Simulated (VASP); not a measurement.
# Rh (Fm-3m) in VASP: a series of runs

Runs on Rh. Level: PBE. Tasks: single point.

Program: VASP 6.6.1. These are calculated values, not measurements. Logs are shortened: lines on timing, memory, paths and dates and some standing lists are left out, and cuts for length are marked.

### Step 1. The cell of the first run

The structure is cubic, space group Fm-3m (No. 225). Conventional cell: a = 3.714 Å, b = 3.714 Å, c = 3.714 Å, α = 90.00°, β = 90.00°, γ = 90.00°. Within 3.5 Å of Rh (site symmetry m-3m) lie 12 Rh at 2.63 Å.

### Step 2. Single point, PBE

File INCAR:

```
SYSTEM = Rh
PREC = Accurate ; ENCUT = 520
EDIFF = 1E-6 ; ISMEAR = 0
SIGMA = 0.1 ; LREAL = .False.
LASPH = .True. ; NELM = 60
ALGO = Fast ; ISIF = 2
LWAVE = .False. ; LCHARG = .False.
GGA = PE ; NBANDS = 14
```

File KPOINTS:

```
regular mesh
0
Gamma
  18 18 18
  0 0 0
```

File POSCAR:

```
Rh
1.0
    0.0000000000      1.8571492585      1.8571492585
    1.8571492585      0.0000000000      1.8571492585
    1.8571492585      1.8571492585      0.0000000000
Rh
1
Direct
    0.0000000000      0.0000000000      0.0000000000
```

Potentials or basis: VASP PAW PBE potentials, release 64 (Rh_pv).

Command:

```sh
$ cat potpaw_PBE.64/Rh_pv/POTCAR > POTCAR
$ mpirun -np 1 vasp_std > vasp.out
```

OUTCAR:

```text
SYSTEM = Rh
   PREC = Accurate
   ENCUT = 520
   EDIFF = 1E-6
   ISMEAR = 0
   LREAL = .False.
   LASPH = .True.
   NELM = 60
   ISIF = 2
   GGA = PE

 ion  position               nearest neighbor table
   1  0.000  0.000  0.000-

  LATTYP: Found a face centered cubic cell.
 ALAT       =     3.7142985170

  Lattice vectors:

 A1 = (   0.0000000000,   1.8571492585,   1.8571492585)
 A2 = (   1.8571492585,   0.0000000000,   1.8571492585)
 A3 = (   1.8571492585,   1.8571492585,   0.0000000000)

Analysis of symmetry for initial positions (statically):
=====================================================================
 Subroutine PRICEL returns:
 Original cell was already a primitive cell.

 Routine SETGRP: Setting up the symmetry group for a
 face centered cubic supercell.

 Subroutine GETGRP returns: Found 48 space group operations
 (whereof 48 operations were pure point group operations)
 out of a pool of 48 trial point group operations.

The static configuration has the point symmetry O_h .

Analysis of symmetry for dynamics (positions and initial velocities):
=====================================================================
 Subroutine PRICEL returns:
 Original cell was already a primitive cell.

 Routine SETGRP: Setting up the symmetry group for a
 face centered cubic supercell.

 Subroutine GETGRP returns: Found 48 space group operations
 (whereof 48 operations were pure point group operations)
 out of a pool of 48 trial point group operations.

The dynamic configuration has the point symmetry O_h .

 Subroutine INISYM returns: Found 48 space group operations
 (whereof 48 operations are pure point group operations),
 and found     1 'primitive' translations

----------------------------------------------------------------------------------------

                                     Primitive cell

  volume of cell :      12.8106

  direct lattice vectors                    reciprocal lattice vectors
     0.000000000  1.857149259  1.857149259    -0.269229841  0.269229841  0.269229841
     1.857149259  0.000000000  1.857149259     0.269229841 -0.269229841  0.269229841
     1.857149259  1.857149259  0.000000000     0.269229841  0.269229841 -0.269229841

  length of vectors
     2.626405669  2.626405669  2.626405669     0.466319764  0.466319764  0.466319764

  position of ions in fractional coordinates (direct lattice)
     0.000000000  0.000000000  0.000000000

  ion indices of the primitive-cell ions
[... 82 lines left out ...]
   POTIM  = 0.5000    time-step for ionic-motion
   TEBEG  =    0.0;   TEEND  =   0.0 temperature during run
   PSTRESS=    0.0 pullay stress
   NELECT =      15.0000    total number of electrons
   NUPDOWN=      -1.0000    fix difference up-down
   EMIN   =  10.00;   EMAX   =-10.00  energy-range for DOS
   EFERMI =   0.00;   METHOD = LEGACY
   ISMEAR =     0;   SIGMA  =   0.10  broadening in eV -4-tet -1-fermi 0-gaus
   EFERMI_NEDOS =   21; number of points for ismear=-14 and -15
   IALGO  =     68    algorithm
   IMIX   =      4    mixing-type and parameters
     AMIX     =   0.40;   BMIX     =  1.00
     AMIX_MAG =   1.60;   BMIX_MAG =  1.00
  volume/ion in A,a.u.               =      12.81        86.45
  Fermi-wavevector in a.u.,A,eV,Ry     =   1.725501  3.260723 40.509337  2.977352
  Thomas-Fermi vector in A             =   2.800989
   LORBIT       =      0    0 simple, 1 ext, 2 COOP (PROOUT), +10 PAW based schemes
   GGA     = PE    functional components
   LHFCALC =     F    Hartree Fock is set to
   AEXX    =    0.0000 exact exchange contribution
   IVDW    =     0    specifies the selected vdW correction
   LEPSILON=     F    determine dielectric tensor
   LRPA    =     F    only Hartree local field effects (RPA)
 non-spin polarized calculation
 RMM-DIIS sequential band-by-band and
 Gauss-broadening in eV      SIGMA  =   0.10
  energy-cutoff  :      520.00
  volume of cell :       12.81
 maximum number of plane-waves:       355
   NGX =  9   NGY =  9   NGZ =  9

 number of electron      14.9999994 magnetization

 Free energy of the ion-electron system (eV)
  ---------------------------------------------------
  ext. energy  EPLUGINS =         0.00000000
  ---------------------------------------------------
  free energy    TOTEN  =        -7.15532337 eV

  energy without entropy =       -7.14925023  energy(sigma->0) =       -7.15228680

 E-fermi :  13.2569     XC(G=0): -14.4937

 val. band max:       13.2549634924   @ k =   0.5000   0.3889   0.0556
 cond. band min:      13.2642744851   @ k =  -0.4444   0.3333   0.1667
 fundamental gap:      0.0093109926
 Fermi energy:        13.2568979870

 k-point     1 :       0.0000    0.0000    0.0000
  band No.  band energies     occupation
      1     -33.2588      2.00000
      2     -33.2588      2.00000
      3     -33.2588      2.00000
      4       4.7630      2.00000
      5       9.8133      2.00000
      6       9.8133      2.00000
      7       9.8133      2.00000
      8      12.1449      2.00000
      9      12.1449      2.00000
     10      29.1694      0.00000
     11      33.5619      0.00000
     12      35.0394      0.00000
     13      35.0394      0.00000
     14      35.0394      0.00000
[... 377 lines left out ...]
      1     -33.7109      2.00000
      2     -33.3501      2.00000
      3     -33.3093      2.00000
      4       6.6563      2.00000
      5       9.4614      2.00000
      6      10.2452      2.00000
      7      10.3005      2.00000
      8      11.9159      2.00000
      9      12.6856      2.00000
     10      29.1861      0.00000
     11      31.2497      0.00000
     12      33.5627      0.00000
     13      36.9920      0.00000
     14      38.8318      0.00000

 [... further k-points ...]

------------------------ aborting loop because EDIFF is reached ----------------------------------------

  FORCE on cell =-STRESS in cart. coord.  units (eV):
  Direction    XX          YY          ZZ          XY          YZ          ZX
  --------------------------------------------------------------------------------------
  -------------------------------------------------------------------------------------
  Total        2.4019889      2.4019889      2.4019889      0.0000000     -0.0000000      0.0000000
  in kB      300.4077622    300.4077622    300.4077622      0.0000000     -0.0000000      0.0000000
  external PRESSURE =     300.4077622 kB  Pullay stress =       0.0000000 kB

 VOLUME and BASIS-vectors are now :
 -----------------------------------------------------------------------------
  energy-cutoff  :      520.00
  volume of cell :       12.81
      direct lattice vectors                 reciprocal lattice vectors
     0.000000000  1.857149259  1.857149259    -0.269229841  0.269229841  0.269229841
     1.857149259  0.000000000  1.857149259     0.269229841 -0.269229841  0.269229841
     1.857149259  1.857149259  0.000000000     0.269229841  0.269229841 -0.269229841

 POSITION                                       TOTAL-FORCE (eV/Angst)
 -----------------------------------------------------------------------------------
      0.00000      0.00000      0.00000        -0.000000     -0.000000     -0.000000
 -----------------------------------------------------------------------------------
    total drift:                               -0.000000     -0.000000     -0.000000

  FREE ENERGIE OF THE ION-ELECTRON SYSTEM (eV)
  ---------------------------------------------------
  free  energy   TOTEN  =        -7.1553233656 eV

  energy  without entropy=       -7.1492502263  energy(sigma->0) =       -7.15228680
```

stdout:

```text
POSCAR found type information on POSCAR Rh
 POSCAR found :  1 types and       1 ions
 scaLAPACK will be used
 LDA part: xc-table for (Slater+PW92), standard interpolation
 POSCAR, INCAR and KPOINTS ok, starting setup
 FFT: planning ... GRIDC
 FFT: planning ... GRID_SOFT
 FFT: planning ... GRID
 WAVECAR not read
 entering main loop
WARNING in EDDRMM: call to ZHEGV failed, returncode =   8  4     13
```

Wall time 62 s (1 thread of AMD EPYC 7R13, shared host); peak memory 0.12 GiB.

What came out:

```yaml
Free_energy: -7.1553 eV
Pressure: 30.0 GPa
Band_gap_on_the_k_mesh: zero (an odd number of electrons rules out a gap without spin polarisation)
```

Levels at points of the mesh, in eV from the Fermi level:
| k point | band 4 | band 5 | band 6 | band 7 | band 8 | band 9 | band 10 | band 11 |
| --- | --- | --- | --- | --- | --- | --- | --- | --- |
| (0.00, 0.00, 0.00) | -8.49 | -3.44 | -3.44 | -3.44 | -1.11 | -1.11 | 15.91 | 20.31 |
| (0.50, 0.00, 0.00) | -6.74 | -3.54 | -3.54 | 0.64 | 0.64 | 0.66 | 9.40 | 15.45 |
| (0.50, 0.50, 0.00) | -7.03 | -6.62 | 0.61 | 1.11 | 1.11 | 3.36 | 13.21 | 13.74 |

Caveat: the cell stands under pressure.

### Step 3. Single point, PBE

This run uses another cell than the first one, of 13.35 Å³/atom.

File INCAR:

```
SYSTEM = Rh
  PREC = Accurate
  ENCUT = 520
  EDIFF = 1E-6
  ISMEAR = 0
  SIGMA = 0.1
  LREAL = .FALSE.
  LASPH = .TRUE.
  NELM = 100
  ALGO = Fast
  ISIF = 2
  LWAVE = .FALSE.
  LCHARG = .TRUE.
  GGA = PE
  LELF = .TRUE.
  LVHAR = .TRUE.
  NBANDS = 14
```

File KPOINTS:

```
Automatic mesh
0
G
  18 18 18
  0 0 0
```

File POSCAR:

```
Rh
1.0
    0.0000000000      1.8826426887      1.8826426887
    1.8826426887      0.0000000000      1.8826426887
    1.8826426887      1.8826426887      0.0000000000
Rh
1
Direct
    0.0000000000      0.0000000000      0.0000000000
```

Potentials or basis: VASP PAW PBE potentials, release 64 (Rh_pv).

Command:

```sh
$ cat potpaw_PBE.64/Rh_pv/POTCAR > POTCAR
$ mpirun -np 1 vasp_std > vasp.out
```

Wall time 63 s (1 thread of AMD EPYC 7R13, shared host); peak memory 0.12 GiB.

Results (log left out):

```yaml
Free_energy: -7.2300 eV
Pressure: 15.0 GPa
Band_gap_on_the_k_mesh: zero (an odd number of electrons rules out a gap without spin polarisation)
```

Levels at points of the mesh, in eV from the Fermi level:
| k point | band 4 | band 5 | band 6 | band 7 | band 8 | band 9 | band 10 | band 11 |
| --- | --- | --- | --- | --- | --- | --- | --- | --- |
| (0.00, 0.00, 0.00) | -8.18 | -3.23 | -3.23 | -3.23 | -1.05 | -1.05 | 15.97 | 20.43 |
| (0.50, 0.00, 0.00) | -6.38 | -3.32 | -3.32 | 0.59 | 0.59 | 0.70 | 8.95 | 15.48 |
| (0.50, 0.50, 0.00) | -6.61 | -6.23 | 0.56 | 1.03 | 1.03 | 3.30 | 12.65 | 13.50 |

Caveat: the cell stands under pressure.
